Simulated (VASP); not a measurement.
# Ce (Fm-3m) in VASP: further runs

The runs below take Ce through single point, with LDA.

Program: VASP 6.6.1. These are calculated values, not measurements. Logs are shortened: lines on timing, memory, paths and dates and some standing lists are left out, and cuts for length are marked.

**1. The cell of the first run**

Symmetry: Fm-3m, No. 225, cubic system. Conventional cell: a = 4.530 Å, b = 4.530 Å, c = 4.530 Å, α = 90.00°, β = 90.00°, γ = 90.00°. Within 4.2 Å of Ce (site symmetry m-3m) lie 12 Ce at 3.20 Å.

**2. Single point, LDA**

The input, INCAR:

```
PREC = Accurate
ENCUT = 500
EDIFF = 1E-6
ISMEAR = -1
SIGMA = 0.1
LREAL = False
LASPH = True
NELM = 200
ALGO = Normal
ISIF = 2
LWAVE = False
LCHARG = True
LELF = True
LVHAR = True
NBANDS = 12
GGA_COMPAT = False
LMAXMIX = 6
```

The input, KPOINTS:

```
regular mesh
0
Gamma
  12 12 12
```

The input, POSCAR:

```
Ce
1.0
    0.0000000000      2.2649297842      2.2649297842
    2.2649297842      0.0000000000      2.2649297842
    2.2649297842      2.2649297842      0.0000000000
Ce
1
Direct
    0.0000000000      0.0000000000      0.0000000000
```

Potentials or basis: VASP PAW LDA potentials, release 64 (Ce).

Run with:

```bash
$ cat potpaw_LDA.64/Ce/POTCAR > POTCAR
$ mpirun -np 1 vasp_std > vasp.out
```

OUTCAR:

```text
PREC = Accurate
   ENCUT = 500
   EDIFF = 1E-6
   ISMEAR = -1
   LREAL = False
   LASPH = True
   NELM = 200
   ISIF = 2

 ion  position               nearest neighbor table
   1  0.000  0.000  0.000-

  LATTYP: Found a face centered cubic cell.
 ALAT       =     4.5298595684

  Lattice vectors:

 A1 = (   0.0000000000,   2.2649297842,   2.2649297842)
 A2 = (   2.2649297842,   0.0000000000,   2.2649297842)
 A3 = (   2.2649297842,   2.2649297842,   0.0000000000)

Analysis of symmetry for initial positions (statically):
=====================================================================
 Subroutine PRICEL returns:
 Original cell was already a primitive cell.

 Routine SETGRP: Setting up the symmetry group for a
 face centered cubic supercell.

 Subroutine GETGRP returns: Found 48 space group operations
 (whereof 48 operations were pure point group operations)
 out of a pool of 48 trial point group operations.

The static configuration has the point symmetry O_h .

Analysis of symmetry for dynamics (positions and initial velocities):
=====================================================================
 Subroutine PRICEL returns:
 Original cell was already a primitive cell.

 Routine SETGRP: Setting up the symmetry group for a
 face centered cubic supercell.

 Subroutine GETGRP returns: Found 48 space group operations
 (whereof 48 operations were pure point group operations)
 out of a pool of 48 trial point group operations.

The dynamic configuration has the point symmetry O_h .

 Subroutine INISYM returns: Found 48 space group operations
 (whereof 48 operations are pure point group operations),
 and found     1 'primitive' translations

----------------------------------------------------------------------------------------

                                     Primitive cell

  volume of cell :      23.2378

  direct lattice vectors                    reciprocal lattice vectors
     0.000000000  2.264929784  2.264929784    -0.220757395  0.220757395  0.220757395
     2.264929784  0.000000000  2.264929784     0.220757395 -0.220757395  0.220757395
     2.264929784  2.264929784  0.000000000     0.220757395  0.220757395 -0.220757395

  length of vectors
     3.203094419  3.203094419  3.203094419     0.382363025  0.382363025  0.382363025

  position of ions in fractional coordinates (direct lattice)
     0.000000000  0.000000000  0.000000000

  ion indices of the primitive-cell ions
   primitive index   ion index
[... 79 lines left out ...]
   ISIF   =      2    stress and relaxation
   ISYM   =      2    0-nonsym 1-usesym 2-fastsym
   POTIM  = 0.5000    time-step for ionic-motion
   TEBEG  =    0.0;   TEEND  =   0.0 temperature during run
   PSTRESS=    0.0 pullay stress
   NELECT =      12.0000    total number of electrons
   NUPDOWN=      -1.0000    fix difference up-down
   EMIN   =  10.00;   EMAX   =-10.00  energy-range for DOS
   EFERMI =   0.00;   METHOD = LEGACY
   ISMEAR =    -1;   SIGMA  =   0.10  broadening in eV -4-tet -1-fermi 0-gaus
   EFERMI_NEDOS =   21; number of points for ismear=-14 and -15
   IALGO  =     38    algorithm
   IMIX   =      4    mixing-type and parameters
     AMIX     =   0.40;   BMIX     =  1.00
     AMIX_MAG =   1.60;   BMIX_MAG =  1.00
  volume/ion in A,a.u.               =      23.24       156.82
  Fermi-wavevector in a.u.,A,eV,Ry     =   1.313421  2.482005 23.471054  1.725074
  Thomas-Fermi vector in A             =   2.443745
   LORBIT       =      0    0 simple, 1 ext, 2 COOP (PROOUT), +10 PAW based schemes
   GGA     = CA    functional components
   LHFCALC =     F    Hartree Fock is set to
   AEXX    =    0.0000 exact exchange contribution
   IVDW    =     0    specifies the selected vdW correction
   LEPSILON=     F    determine dielectric tensor
   LRPA    =     F    only Hartree local field effects (RPA)
 non-spin polarized calculation
  energy-cutoff  :      500.00
  volume of cell :       23.24
 maximum number of plane-waves:       609
   NGX = 11   NGY = 11   NGZ = 11

 number of electron      12.0000000 magnetization

 Free energy of the ion-electron system (eV)
  ---------------------------------------------------
  ext. energy  EPLUGINS =         0.00000000
  ---------------------------------------------------
  free energy    TOTEN  =        -6.93857182 eV

  energy without entropy =       -6.85922560  energy(sigma->0) =       -6.89889871

 E-fermi :  10.6488     XC(G=0): -12.1426

 val. band max:       10.6271680410   @ k =   0.3333   0.1667   0.0833
 cond. band min:      10.6531353086   @ k =  -0.2500   0.5000   0.2500
 fundamental gap:      0.0259672676
 Fermi energy:        10.6487911270

 k-point     1 :       0.0000    0.0000    0.0000
  band No.  band energies     occupation
      1     -24.1415      2.00000
      2      -4.6435      2.00000
      3      -4.6435      2.00000
      4      -4.6435      2.00000
      5       8.2405      2.00000
      6      10.3216      1.92690
      7      11.0832      0.02563
      8      11.0832      0.02563
      9      11.0832      0.02563
     10      12.0136      0.00000
     11      12.0136      0.00000
     12      12.0136      0.00000
[... 331 lines left out ...]
 k-point    24 :      -0.4167    0.1667    0.0000
  band No.  band energies     occupation
      1     -23.2217      2.00000
      2      -8.3066      2.00000
      3      -6.0081      2.00000
      4      -5.3134      2.00000
      5       9.2507      2.00000
      6      10.0305      1.99588
      7      11.0995      0.02181
      8      11.1567      0.01238
      9      11.4470      0.00068
     10      11.5968      0.00015
     11      11.8380      0.00001
     12      11.8664      0.00001

 [... further k-points ...]

------------------------ aborting loop because EDIFF is reached ----------------------------------------

  FORCE on cell =-STRESS in cart. coord.  units (eV):
  Direction    XX          YY          ZZ          XY          YZ          ZX
  --------------------------------------------------------------------------------------
  -------------------------------------------------------------------------------------
  Total       -0.1261181     -0.1261181     -0.1261181      0.0000000      0.0000000      0.0000000
  in kB       -8.6954810     -8.6954810     -8.6954810      0.0000000      0.0000000      0.0000000
  external PRESSURE =      -8.6954810 kB  Pullay stress =       0.0000000 kB

 VOLUME and BASIS-vectors are now :
 -----------------------------------------------------------------------------
  energy-cutoff  :      500.00
  volume of cell :       23.24
      direct lattice vectors                 reciprocal lattice vectors
     0.000000000  2.264929784  2.264929784    -0.220757395  0.220757395  0.220757395
     2.264929784  0.000000000  2.264929784     0.220757395 -0.220757395  0.220757395
     2.264929784  2.264929784  0.000000000     0.220757395  0.220757395 -0.220757395

 POSITION                                       TOTAL-FORCE (eV/Angst)
 -----------------------------------------------------------------------------------
      0.00000      0.00000      0.00000         0.000000     -0.000000     -0.000000
 -----------------------------------------------------------------------------------
    total drift:                               -0.000000     -0.000000     -0.000000

  FREE ENERGIE OF THE ION-ELECTRON SYSTEM (eV)
  ---------------------------------------------------
  free  energy   TOTEN  =        -6.9385718215 eV

  energy  without entropy=       -6.8592256022  energy(sigma->0) =       -6.89889871
```

OSZICAR:

```text
N       E                     dE             d eps       ncg     rms          rms(c)
DAV:   1     0.861724685080E+02    0.86172E+02   -0.51392E+03  1752   0.122E+03
DAV:   2    -0.217508725563E+01   -0.88348E+02   -0.81976E+02  2192   0.185E+02
DAV:   3    -0.728283532451E+01   -0.51077E+01   -0.48723E+01  1944   0.624E+01
DAV:   4    -0.748591647822E+01   -0.20308E+00   -0.19882E+00  3092   0.974E+00
DAV:   5    -0.749204663535E+01   -0.61302E-02   -0.61275E-02  2452   0.160E+00    0.551E+02
DAV:   6    -0.727129766541E+01    0.22075E+00   -0.80022E+00  2560   0.193E+01    0.414E+01
DAV:   7    -0.762468069700E+01   -0.35338E+00   -0.10338E+01  2656   0.265E+01    0.347E+02
DAV:   8    -0.700503885758E+01    0.61964E+00   -0.17352E+00  2560   0.985E+00    0.786E+01
DAV:   9    -0.693524179301E+01    0.69797E-01   -0.52244E-01  2612   0.513E+00    0.122E+01
DAV:  10    -0.693926808346E+01   -0.40263E-02   -0.38146E-02  2464   0.908E-01    0.107E+01
DAV:  11    -0.693878455742E+01    0.48353E-03   -0.11728E-02  2576   0.880E-01    0.646E+00
DAV:  12    -0.693860913826E+01    0.17542E-03   -0.46885E-04  2356   0.167E-01    0.888E-01
DAV:  13    -0.693857215250E+01    0.36986E-04   -0.18084E-04  2740   0.902E-02    0.296E-01
DAV:  14    -0.693857182155E+01    0.33096E-06   -0.45371E-06  2508   0.135E-02
   1 F= -.69385718E+01 E0= -.68988987E+01  d E =-.793462E-01
```

It took 13 s on 1 thread of AMD EPYC 9R45 (Zen 5), shared host; peak memory 0.12 GiB.

What came out:

- Free energy: -6.9386 eV
- Pressure: -0.9 GPa
- Band gap on the k mesh: zero (bands 6 and 7 overlap by 0.31 eV)

Levels at points of the mesh, in eV from the Fermi level:
| k point | band 3 | band 4 | band 5 | band 6 | band 7 | band 8 | band 9 | band 10 |
| --- | --- | --- | --- | --- | --- | --- | --- | --- |
| (0.00, 0.00, 0.00) | -15.29 | -15.29 | -2.41 | -0.33 | 0.43 | 0.43 | 0.43 | 1.36 |
| (0.50, 0.00, 0.00) | -15.80 | -15.80 | -2.25 | -0.23 | 0.51 | 0.51 | 0.95 | 1.18 |
| (0.50, 0.50, 0.00) | -16.74 | -16.74 | -3.41 | -2.75 | 0.56 | 0.74 | 0.74 | 0.87 |

Caveat: spin-orbit coupling is left out, which moves the levels of the heavy elements; semilocal functionals describe open f shells poorly, which spoils levels, moments and volumes.

**3. Single point, LDA**

The input, INCAR:

```
  PREC = Accurate
  ENCUT = 500
  EDIFF = 1E-6
  ISMEAR = -1
  SIGMA = 0.2
  LREAL = F
  LASPH = T
  NELM = 200
  ALGO = Normal
  ISIF = 2
  LWAVE = F
  LCHARG = T
  LELF = T
  LVHAR = T
  NBANDS = 12
  GGA_COMPAT = F
  LMAXMIX = 6
```

The input, KPOINTS:

```
Automatic mesh
0
Gamma
  12 12 12
```

POSCAR is that of step 2.

Potentials or basis: VASP PAW LDA potentials, release 64 (Ce).

Run with:

```bash
$ cat potpaw_LDA.64/Ce/POTCAR > POTCAR
$ mpirun -np 1 vasp_std > vasp.out
```

Run time: 13 s. Hardware: 1 thread of AMD EPYC 9R45 (Zen 5), shared host; peak memory 0.12 GiB.

The run converged. Its results:

- Free energy: -7.0724 eV
- Pressure: 1.0 GPa
- Band gap on the k mesh: zero (bands 6 and 7 overlap by 0.35 eV)

Levels at points of the mesh, in eV from the Fermi level:
| k point | band 3 | band 4 | band 5 | band 6 | band 7 | band 8 | band 9 | band 10 |
| --- | --- | --- | --- | --- | --- | --- | --- | --- |
| (0.00, 0.00, 0.00) | -15.22 | -15.22 | -2.38 | -0.21 | 0.57 | 0.57 | 0.57 | 1.52 |
| (0.50, 0.00, 0.00) | -15.73 | -15.73 | -2.22 | -0.11 | 0.65 | 0.65 | 1.10 | 1.33 |
| (0.50, 0.50, 0.00) | -16.68 | -16.68 | -3.39 | -2.73 | 0.71 | 0.88 | 0.88 | 1.02 |

Caveat: spin-orbit coupling is left out, which moves the levels of the heavy elements; semilocal functionals describe open f shells poorly, which spoils levels, moments and volumes. Spin polarisation is off, so any magnetic state and its effect on volume and gap are missing.

**4. Single point, LDA (21.38 Å³/atom)**

This run uses another cell than the first one, of 21.38 Å³/atom.

The input, INCAR:

```
  PREC = Accurate
  ENCUT = 520
  EDIFF = 1E-7
  ISMEAR = -1
  SIGMA = 0.1
  LREAL = F
  LASPH = T
  NELM = 100
  ALGO = Normal
  ISIF = 2
  LWAVE = F
  LCHARG = T
  GGA = CA
  LELF = T
  LVHAR = T
  NBANDS = 12
```

The input, KPOINTS:

```
regular mesh
0
Gamma
  16 16 16
```

The input, POSCAR:

```
Ce
1.0
    0.0000000000      2.2028454355      2.2028454355
    2.2028454355      0.0000000000      2.2028454355
    2.2028454355      2.2028454355      0.0000000000
Ce
1
Direct
    0.0000000000      0.0000000000      0.0000000000
```

Run with:

```bash
$ cat potpaw_LDA.64/Ce/POTCAR > POTCAR
$ mpirun -np 1 vasp_std > vasp.out
```

Run time: 26 s. Hardware: 1 thread of Intel Xeon Platinum 8259CL at 2.50GHz (Skylake/Cascade Lake), shared host; peak memory 0.17 GiB.

The run converged, but its numbers aren't listed here, since they failed a check.

Caveat: the cell stands under pressure; spin-orbit coupling is left out, which moves the levels of the heavy elements; semilocal functionals describe open f shells poorly, which spoils levels, moments and volumes.
